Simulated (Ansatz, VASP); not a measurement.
**Two plane-wave programs on BaTiO3**

```xyz
5
Lattice="3.9855 0.0000 0.0000 0.0000 2.8369 2.8451 0.0000 -2.8369 2.8451" Properties=species:S:1:pos:R:3 pbc="T T T"
Ba    0.0000    0.0000    0.0000
Ti    1.9928    0.0000    2.9157
O     1.9928    1.3804    4.2594
O     1.9928   -1.3804    4.2594
O     0.0000    0.0000    2.7735
```

Alike in both runs: task single point; functional PBE; k mesh 6 × 6 × 6; occupations fermi-dirac, width 0.05 eV; no spin polarisation.

|  | VASP | Ansatz |
| --- | --- | --- |
| version | VASP 6.6.1 | Ansatz 0.2.0 |
| potentials or method | VASP PAW PBE potentials, release 64 (Ba_sv, Ti_sv, O) | Ansatz PAW |
| plane-wave cutoff (eV) | 520 | 420 |
| valence electrons in the cell | 40 | 40 |

VASP gave:

- gap on the k mesh at the Fermi level (eV): 1.85
- least direct gap on the mesh (eV): 2.06
- pressure (GPa): 4.1
- traceless stress, the component that is largest in VASP (GPa): -0.38
- rms of the force components (eV/Å): 0.123

Q: What did Ansatz give for the same quantities?

A: gap on the k mesh at the Fermi level (eV): 1.91; least direct gap on the mesh (eV): 2.08; pressure (GPa): 2.3; traceless stress, the component that is largest in VASP (GPa): -0.38; rms of the force components (eV/Å): 0.128.

Atom by atom the forces differ by 0.014 eV/Å (rms over components).

Spin-orbit coupling is off throughout.
